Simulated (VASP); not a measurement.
The system is MgO.

```
CELL_PARAMETERS angstrom
0.00000 2.28201 2.28201
2.28201 0.00000 2.28201
2.28201 2.28201 0.00000
ATOMIC_POSITIONS crystal
Mg 0.00000 0.00000 0.00000
O 0.25000 0.25000 0.25000
```

Base run:

```yaml
Program: VASP 6.6.1
Functional: PBE
Potentials_or_basis: VASP PAW PBE potentials, release 64 (Mg, O)
Cutoff: 520 eV
k_mesh: 6 × 6 × 6
Occupations: gaussian, width 0.01 eV
Spin: no spin polarisation
```

Its results: band gap on the k mesh 3.64 eV; pressure 3.5 GPa.

Task: After a change of settings the same cell gave: band gap on the k mesh 5.24 eV; pressure -0.1 GPa. Which change was it?
A. functional from PBE to PBE0
B. functional from PBE to HSE06
C. k mesh from 6 × 6 × 6 to 10 × 10 × 10
D. functional from PBE to r2SCAN

Result: B.

Caveats: the cell stands under pressure (at least some runs); the PAW data sets were made with another functional, which shifts forces and pressure a little (at least some runs).
